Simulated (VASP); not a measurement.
Input of a VASP 6.6.1 run:

Contents of INCAR:

```
PREC     = Accurate       # precision mode
ENCUT    = 520            # plane-wave cutoff, eV
EDIFF    = 1E-6           # SCF threshold, eV
ISMEAR   = -5             # smearing method
SIGMA    = 0.05           # smearing width, eV
LREAL    = F              # projectors in reciprocal space
LASPH    = T              # aspherical terms in the spheres
NELM     = 60             # most SCF steps
ALGO     = Normal         # electronic algorithm
ISIF     = 2              # what is computed and relaxed
LWAVE    = F              # write WAVECAR
LCHARG   = F              # write CHGCAR
GGA      = PE             # functional
NBANDS   = 11             # bands
```

The input KPOINTS:

```
regular mesh
0
Gamma
  8 8 8
```

POSCAR

```
Ba
1.0
   -2.4726242250      2.4726242250      2.4726242250
    2.4726242250     -2.4726242250      2.4726242250
    2.4726242250      2.4726242250     -2.4726242250
Ba
1
Direct
    0.0000000000      0.0000000000      0.0000000000
```

Potentials or basis: VASP PAW PBE potentials, release 64 (Ba_sv).

The run is started by

```bash
$ cat potpaw_PBE.64/Ba_sv/POTCAR > POTCAR
$ mpirun -np 1 vasp_std > vasp.out
```

(1) Predict the pressure.

(2) What does it give for the band gap on the k mesh?

Results:

(1) 0.6 GPa.

(2) zero (bands 5 and 6 overlap by 1.16 eV).

Caveat: spin-orbit coupling is left out, which moves the levels of the heavy elements; tetrahedron occupations give inexact forces and stress in metals.
